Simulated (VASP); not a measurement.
# Zn4SO3 (P-4m2) in VASP: notebook

Zn4SO3 is run at these levels: PBE; tasks: single point.

All numbers are computed with VASP 6.6.1; they aren't measurements. Logs are shortened: lines on timing, memory, paths and dates and some standing lists are left out, and cuts for length are marked.

**1. The cell of the first run**

Symmetry: P-4m2, No. 115, tetragonal system. Conventional cell: a = 3.486 Å, b = 3.486 Å, c = 9.482 Å, α = 90.00°, β = 90.00°, γ = 90.00°. Zn (site symmetry 2mm) has 2 O at 2.06 Å and 2 S at 2.31 Å within 2.7 Å. Within 2.7 Å of Zn (site symmetry 2mm) lie 4 O at 2.04 Å. Within 3.1 Å of S (site symmetry -4m2) lie 4 Zn at 2.31 Å. O (site symmetry 2mm) has 4 Zn at 2.04 to 2.06 Å within 2.7 Å. O (site symmetry -4m2) has 4 Zn at 2.04 Å within 2.7 Å.

**2. Single point, PBE (volume scaled by 1.03, then relaxed in part)**

Contents of INCAR:

```
SYSTEM = Zn4SO3
PREC     = Accurate       ! precision mode
ENCUT    = 520            ! plane-wave cutoff, eV
EDIFF    = 1E-6           ! SCF threshold, eV
ISMEAR   = 0              ! smearing method
SIGMA    = 0.01           ! smearing width, eV
LREAL    = .False.        ! projectors in reciprocal space
LASPH    = .True.         ! aspherical terms in the spheres
NELM     = 80             ! most SCF steps
ALGO     = Normal         ! electronic algorithm
ISIF     = 2              ! what is computed and relaxed
LWAVE    = .False.        ! write WAVECAR
LCHARG   = .False.        ! write CHGCAR
GGA      = PE             ! functional
NBANDS   = 46             ! bands
```

Contents of KPOINTS:

```
regular mesh
0
Gamma
  10 10 4
  0 0 0
```

Contents of POSCAR:

```
Zn4SO3
1.0
    3.4860020950      0.0000000000      0.0000000000
    0.0000000000      3.4860020950      0.0000000000
    0.0000000000      0.0000000000      9.4816697879
Zn S O
4 1 3
Direct
    0.5000000000      0.0000000000      0.6602574877
    0.0000000000      0.5000000000      0.8882293065
    0.5000000000      0.0000000000      0.1117706935
    0.0000000000      0.5000000000      0.3397425123
    0.5000000000      0.5000000000      0.5000000000
    0.0000000000      0.0000000000      0.7758471760
    0.5000000000      0.5000000000      0.0000000000
    0.0000000000      0.0000000000      0.2241528240
```

Potentials or basis: VASP PAW PBE potentials, release 64 (Zn, S, O).

On the command line:

```bash
cat potpaw_PBE.64/Zn/POTCAR potpaw_PBE.64/S/POTCAR potpaw_PBE.64/O/POTCAR > POTCAR
mpirun -np 1 vasp_std > vasp.out
```

OUTCAR:

```text
SYSTEM = Zn4SO3
   PREC = Accurate
   ENCUT = 520
   EDIFF = 1E-6
   ISMEAR = 0
   LREAL = .False.
   LASPH = .True.
   NELM = 80
   ISIF = 2
   GGA = PE

 ion  position               nearest neighbor table
   1  0.500  0.000  0.660-   6 2.06   6 2.06   5 2.31   5 2.31
   2  0.000  0.500  0.888-   7 2.04   7 2.04   6 2.04   6 2.04
   3  0.500  0.000  0.112-   7 2.04   7 2.04   8 2.04   8 2.04
   4  0.000  0.500  0.340-   8 2.06   8 2.06   5 2.31   5 2.31
   5  0.500  0.500  0.500-   1 2.31   4 2.31   1 2.31   4 2.31
   6  0.000  0.000  0.776-   2 2.04   2 2.04   1 2.06   1 2.06
   7  0.500  0.500  0.000-   2 2.04   3 2.04   3 2.04   2 2.04
   8  0.000  0.000  0.224-   3 2.04   3 2.04   4 2.06   4 2.06

  LATTYP: Found a simple tetragonal cell.
 ALAT       =     3.4860020950
 C/A-ratio  =     2.7199265891

  Lattice vectors:

 A1 = (   3.4860020950,   0.0000000000,   0.0000000000)
 A2 = (   0.0000000000,   3.4860020950,   0.0000000000)
 A3 = (   0.0000000000,   0.0000000000,   9.4816697879)

Analysis of symmetry for initial positions (statically):
=====================================================================
 Subroutine PRICEL returns:
 Original cell was already a primitive cell.

 Routine SETGRP: Setting up the symmetry group for a
 simple tetragonal supercell.

 Subroutine GETGRP returns: Found  8 space group operations
 (whereof  8 operations were pure point group operations)
 out of a pool of 16 trial point group operations.

The static configuration has the point symmetry D_2d.

Analysis of symmetry for dynamics (positions and initial velocities):
=====================================================================
 Subroutine PRICEL returns:
 Original cell was already a primitive cell.

 Routine SETGRP: Setting up the symmetry group for a
 simple tetragonal supercell.

 Subroutine GETGRP returns: Found  8 space group operations
 (whereof  8 operations were pure point group operations)
 out of a pool of 16 trial point group operations.

The dynamic configuration has the point symmetry D_2d.

 Subroutine INISYM returns: Found  8 space group operations
 (whereof  8 operations are pure point group operations),
 and found     1 'primitive' translations

----------------------------------------------------------------------------------------

                                     Primitive cell

  volume of cell :     115.2232

  direct lattice vectors                    reciprocal lattice vectors
     3.486002095  0.000000000  0.000000000     0.286861560  0.000000000  0.000000000
     0.000000000  3.486002095  0.000000000     0.000000000  0.286861560  0.000000000
     0.000000000  0.000000000  9.481669788     0.000000000  0.000000000  0.105466655

  length of vectors
     3.486002095  3.486002095  9.481669788     0.286861560  0.286861560  0.105466655

  position of ions in fractional coordinates (direct lattice)
     0.500000000  0.000000000  0.660257488
     0.000000000  0.500000000  0.888229307
     0.500000000  0.000000000  0.111770693
     0.000000000  0.500000000  0.339742512
     0.500000000  0.500000000  0.500000000
     0.000000000  0.000000000  0.775847176
     0.500000000  0.500000000  0.000000000
     0.000000000  0.000000000  0.224152824

  ion indices of the primitive-cell ions
   primitive index   ion index
                 1           1
                 2           2
                 3           3
                 4           4
                 5           5
                 6           6
                 7           7
                 8           8

----------------------------------------------------------------------------------------

 KPOINTS: regular mesh

Automatic generation of k-mesh.
 Grid dimensions read from file:
 generate k-points for:   10   10    4

 Generating k-lattice:

  Cartesian coordinates                     Fractional coordinates (reciprocal lattice)
     0.028686156  0.000000000  0.000000000     0.100000000  0.000000000  0.000000000
     0.000000000  0.028686156  0.000000000     0.000000000  0.100000000  0.000000000
     0.000000000  0.000000000  0.026366664     0.000000000  0.000000000  0.250000000

  Length of vectors
     0.028686156  0.028686156  0.026366664

  Shift w.r.t. Gamma in fractional coordinates (k-lattice)
     0.000000000  0.000000000  0.000000000

 Subroutine IBZKPT returns following result:
 ===========================================

 Found     63 irreducible k-points:

 Following reciprocal coordinates:
            Coordinates               Weight
  0.000000  0.000000  0.000000      1.000000
  0.100000  0.000000  0.000000      4.000000
  0.200000  0.000000  0.000000      4.000000
  0.300000  0.000000  0.000000      4.000000
  0.400000  0.000000  0.000000      4.000000
  0.500000  0.000000  0.000000      2.000000
[... 16 lines left out ...]
  0.100000  0.000000  0.250000      8.000000
  0.200000  0.000000  0.250000      8.000000
 [... further k-points ...]
   k-points           NKPTS =     63   k-points in BZ     NKDIM =     63   number of bands    NBANDS=     46
   number of dos      NEDOS =    301   number of ions     NIONS =      8
   total plane-waves  NPLWV =  56448
   dimension x,y,z NGX =    28 NGY =   28 NGZ =   72
   dimension x,y,z NGXF=    56 NGYF=   56 NGZF=  144
   ions per type =               4   1   3
   NGX,Y,Z   is equivalent  to a cutoff of  13.35, 13.35, 12.62 a.u.
   NGXF,Y,Z  is equivalent  to a cutoff of  26.71, 26.71, 25.25 a.u.
 SYSTEM =  Zn4SO3
   PREC   = accura    normal or accurate (medium, high low for compatibility)
   ISTART =      0    job   : 0-new  1-cont  2-samecut
   ICHARG =      2    charge: 1-file 2-atom 10-const
   ISPIN  =      1    spin polarized calculation?
   LNONCOLLINEAR =      F non collinear calculations
   LSORBIT =      F    spin-orbit coupling
   LASPH  =      T    aspherical Exc in radial PAW
   ENCUT  =  520.0 eV  38.22 Ry    6.18 a.u.   6.48  6.48 17.63*2*pi/ulx,y,z
   NELM   =     80;   NELMIN=  2; NELMDL= -5     # of ELM steps
   EDIFF  = 0.1E-05   stopping-criterion for ELM
   LREAL  =      F    real-space projection
   EDIFFG = 0.1E-04   stopping-criterion for IOM
   NSW    =      0    number of steps for IOM
   IBRION =     -1    ionic relax: 0-MD 1-quasi-New 2-CG
   NFREE  =      0    steps in history (QN), initial steepest desc. (CG)
   ISIF   =      2    stress and relaxation
   ISYM   =      2    0-nonsym 1-usesym 2-fastsym
   POTIM  = 0.5000    time-step for ionic-motion
   TEBEG  =    0.0;   TEEND  =   0.0 temperature during run
   PSTRESS=    0.0 pullay stress
   NELECT =      72.0000    total number of electrons
   NUPDOWN=      -1.0000    fix difference up-down
   EMIN   =  10.00;   EMAX   =-10.00  energy-range for DOS
   EFERMI =   0.00;   METHOD = LEGACY
   ISMEAR =     0;   SIGMA  =   0.01  broadening in eV -4-tet -1-fermi 0-gaus
   EFERMI_NEDOS =   21; number of points for ismear=-14 and -15
   IALGO  =     38    algorithm
   IMIX   =      4    mixing-type and parameters
     AMIX     =   0.40;   BMIX     =  1.00
     AMIX_MAG =   1.60;   BMIX_MAG =  1.00
  volume/ion in A,a.u.               =      14.40        97.20
  Fermi-wavevector in a.u.,A,eV,Ry     =   1.399605  2.644871 26.652390  1.958895
  Thomas-Fermi vector in A             =   2.522648
   LORBIT       =      0    0 simple, 1 ext, 2 COOP (PROOUT), +10 PAW based schemes
   GGA     = PE    functional components
   LHFCALC =     F    Hartree Fock is set to
   AEXX    =    0.0000 exact exchange contribution
   IVDW    =     0    specifies the selected vdW correction
   LEPSILON=     F    determine dielectric tensor
   LRPA    =     F    only Hartree local field effects (RPA)
 non-spin polarized calculation
 Gauss-broadening in eV      SIGMA  =   0.01
  energy-cutoff  :      520.00
  volume of cell :      115.22
 maximum number of plane-waves:      3164
 NGX is ok and might be reduce to    28
   NGX = 13   NGY = 13   NGZ = 35

 number of electron      72.0000064 magnetization

 Free energy of the ion-electron system (eV)
  ---------------------------------------------------
  ext. energy  EPLUGINS =         0.00000000
  ---------------------------------------------------
  free energy    TOTEN  =       -33.06753151 eV

  energy without entropy =      -33.06753151  energy(sigma->0) =      -33.06753151

 E-fermi :   1.7107     XC(G=0): -10.3070

 val. band max:        1.6745632730   @ k =   0.5000   0.0000   0.0000
 cond. band min:       1.7441636375   @ k =   0.0000   0.0000   0.0000
 fundamental gap:      0.0696003645
 Fermi energy:         1.7107072565

 k-point     1 :       0.0000    0.0000    0.0000
  band No.  band energies     occupation
      1     -16.3977      2.00000
      2     -16.0767      2.00000
      3     -15.7948      2.00000
      4     -11.1241      2.00000
      5      -4.8587      2.00000
      6      -4.7509      2.00000
[... 38 lines left out ...]
     45      10.2462      0.00000
     46      11.8861      0.00000

 k-point     2 :       0.1000    0.0000    0.0000
  band No.  band energies     occupation
      1     -16.3691      2.00000
      2     -16.0616      2.00000
      3     -15.7943      2.00000
      4     -11.0786      2.00000
      5      -4.8306      2.00000
      6      -4.7108      2.00000
[... 38 lines left out ...]
     45      10.2897      0.00000
     46      11.8717      0.00000

 k-point     3 :       0.2000    0.0000    0.0000
  band No.  band energies     occupation
      1     -16.2898      2.00000
      2     -16.0219      2.00000
      3     -15.7971      2.00000
      4     -10.9543      2.00000
      5      -4.7613      2.00000
      6      -4.6613      2.00000
[... 38 lines left out ...]
     45      10.4023      0.00000
     46      11.1241      0.00000

 k-point     4 :       0.3000    0.0000    0.0000
  band No.  band energies     occupation
      1     -16.1762      2.00000
      2     -15.9721      2.00000
      3     -15.8146      2.00000
      4     -10.7889      2.00000
      5      -4.7103      2.00000
      6      -4.5926      2.00000
[... 920 lines left out ...]
     45      10.2395      0.00000
     46      11.6094      0.00000

 k-point    23 :       0.1000    0.0000    0.2500
  band No.  band energies     occupation
      1     -16.3672      2.00000
      2     -16.0662      2.00000
      3     -15.7918      2.00000
      4     -11.0784      2.00000
      5      -4.8198      2.00000
      6      -4.7136      2.00000
[... 38 lines left out ...]
     45      10.2835      0.00000
     46      11.4523      0.00000

 k-point    24 :       0.2000    0.0000    0.2500
  band No.  band energies     occupation
      1     -16.2883      2.00000
      2     -16.0254      2.00000
      3     -15.7951      2.00000
      4     -10.9542      2.00000
      5      -4.7531      2.00000
      6      -4.6642      2.00000
[... 38 lines left out ...]
     45      10.3995      0.00000
     46      10.9870      0.00000

 [... further k-points ...]
[... 5 lines left out ...]
  --------------------------------------------------------------------------------------
  -------------------------------------------------------------------------------------
  Total       -1.8010693     -1.8010693     -1.8399517      0.0000000      0.0000000      0.0000000
  in kB      -25.0438380    -25.0438380    -25.5844969      0.0000000      0.0000000      0.0000000
  external PRESSURE =     -25.2240576 kB  Pullay stress =       0.0000000 kB

 VOLUME and BASIS-vectors are now :
 -----------------------------------------------------------------------------
  energy-cutoff  :      520.00
  volume of cell :      115.22
      direct lattice vectors                 reciprocal lattice vectors
     3.486002095  0.000000000  0.000000000     0.286861560  0.000000000  0.000000000
     0.000000000  3.486002095  0.000000000     0.000000000  0.286861560  0.000000000
     0.000000000  0.000000000  9.481669788     0.000000000  0.000000000  0.105466655

 POSITION                                       TOTAL-FORCE (eV/Angst)
 -----------------------------------------------------------------------------------
      1.74300      0.00000      6.26034        -0.000000     -0.000000     -0.027266
      0.00000      1.74300      8.42190         0.000000     -0.000000     -0.000602
      1.74300      0.00000      1.05977         0.000000     -0.000000      0.000602
      0.00000      1.74300      3.22133         0.000000     -0.000000      0.027266
      1.74300      1.74300      4.74083         0.000000     -0.000000      0.000000
      0.00000      0.00000      7.35633         0.000000     -0.000000     -0.004305
      1.74300      1.74300      0.00000         0.000000      0.000000      0.000000
      0.00000      0.00000      2.12534         0.000000      0.000000      0.004305
 -----------------------------------------------------------------------------------
    total drift:                               -0.000000      0.000000      0.000000

  FREE ENERGIE OF THE ION-ELECTRON SYSTEM (eV)
  ---------------------------------------------------
  free  energy   TOTEN  =       -33.0675315078 eV

  energy  without entropy=      -33.0675315074  energy(sigma->0) =      -33.06753151
```

It took 2.9 min on 1 thread of Intel Xeon 6975P-C (Granite Rapids), shared host; peak memory 0.4 GiB.

Results:

- Free energy: -33.0675 eV
- Pressure: -2.5 GPa
- Largest force: 0.027 eV/Å
- Band gap on the k mesh: 0.07 eV, indirect (least direct gap 0.20 eV)

Forces in eV/Å, atoms in the order of the input:
```
Zn   0.000  0.000 -0.027
Zn   0.000  0.000 -0.001
Zn   0.000  0.000  0.001
Zn   0.000  0.000  0.027
S    0.000  0.000  0.000
O    0.000  0.000 -0.004
O    0.000  0.000  0.000
O    0.000  0.000  0.004
```

Levels at points of the mesh, in eV from the valence-band top:
```csv
k point,band 33,band 34,band 35,band 36,band 37,band 38,band 39,band 40
"(0.00, 0.00, 0.00)",-1.40,-0.65,-0.13,-0.13,0.07,3.15,3.60,4.89
"(0.50, 0.00, 0.00)",-1.73,-1.38,-1.30,0.00,2.98,4.32,4.65,4.68
"(0.50, 0.50, 0.00)",-2.72,-2.43,-2.43,-2.25,3.81,3.98,5.31,5.31
"(0.00, 0.00, 0.50)",-1.25,-1.25,-0.16,-0.16,1.38,1.73,4.22,4.97
"(0.50, 0.00, 0.50)",-1.76,-1.73,-1.71,0.00,3.15,4.34,4.50,4.70
"(0.50, 0.50, 0.50)",-2.67,-2.50,-2.50,-2.46,4.35,4.48,5.30,5.30
```

 A k mesh can miss the band edges.

**3. Single point, PBE (volume scaled by 1.06, then relaxed in part)**

Contents of INCAR:

```
  PREC = Accurate
  ENCUT = 520
  EDIFF = 1E-6
  ISMEAR = 0
  SIGMA = 0.01
  LREAL = F
  LASPH = T
  NELM = 80
  ALGO = Normal
  ISIF = 2
  LWAVE = F
  LCHARG = T
  GGA = PE
  LELF = T
  LVHAR = T
  NBANDS = 46
```

Contents of KPOINTS:

```
Automatic mesh
0
Gamma
  10 10 4
```

Contents of POSCAR:

```
Zn4SO3
1.0
    3.5156761973      0.0000000000      0.0000000000
    0.0000000000      3.5156761973      0.0000000000
    0.0000000000      0.0000000000      9.5938078785
Zn S O
4 1 3
Direct
    0.5000000000      0.0000000000      0.6600165508
    0.0000000000      0.5000000000      0.8881879082
    0.5000000000      0.0000000000      0.1118120918
    0.0000000000      0.5000000000      0.3399834492
    0.5000000000      0.5000000000      0.5000000000
    0.0000000000      0.0000000000      0.7757110678
    0.5000000000      0.5000000000      0.0000000000
    0.0000000000      0.0000000000      0.2242889322
```

Potentials or basis: VASP PAW PBE potentials, release 64 (Zn, S, O).

On the command line:

```bash
cat potpaw_PBE.64/Zn/POTCAR potpaw_PBE.64/S/POTCAR potpaw_PBE.64/O/POTCAR > POTCAR
mpirun -np 1 vasp_std > vasp.out
```

Run time: 3.1 min. Hardware: 1 thread of Intel Xeon 6975P-C (Granite Rapids), shared host; peak memory 0.4 GiB.

The run converged. Its results:

```yaml
Free_energy: -32.9898 eV
Pressure: -5.1 GPa
Largest_force: 0.033 eV/Å
Band_gap_on_the_k_mesh: 0.02 eV, indirect (least direct gap 0.15 eV)
```

Forces on the atoms (eV/Å):
```
Zn   0.000  0.000 -0.033
Zn   0.000  0.000  0.003
Zn   0.000  0.000 -0.003
Zn   0.000  0.000  0.033
S    0.000  0.000  0.000
O    0.000  0.000 -0.006
O    0.000  0.000  0.000
O    0.000  0.000  0.006
```

Levels at points of the mesh, in eV from the valence-band top:
| k point | band 34 | band 35 | band 36 | band 37 | band 38 | band 39 |
| --- | --- | --- | --- | --- | --- | --- |
| (0.00, 0.00, 0.00) | -0.65 | -0.13 | -0.13 | 0.02 | 3.08 | 3.54 |
| (0.50, 0.00, 0.00) | -1.34 | -1.27 | 0.00 | 2.93 | 4.22 | 4.53 |
| (0.50, 0.50, 0.00) | -2.36 | -2.36 | -2.18 | 3.82 | 4.01 | 5.22 |
| (0.00, 0.00, 0.50) | -1.22 | -0.16 | -0.16 | 1.33 | 1.67 | 4.20 |
| (0.50, 0.00, 0.50) | -1.68 | -1.67 | 0.00 | 3.10 | 4.24 | 4.39 |
| (0.50, 0.50, 0.50) | -2.44 | -2.44 | -2.38 | 4.38 | 4.47 | 5.22 |

 A k mesh can miss the band edges.
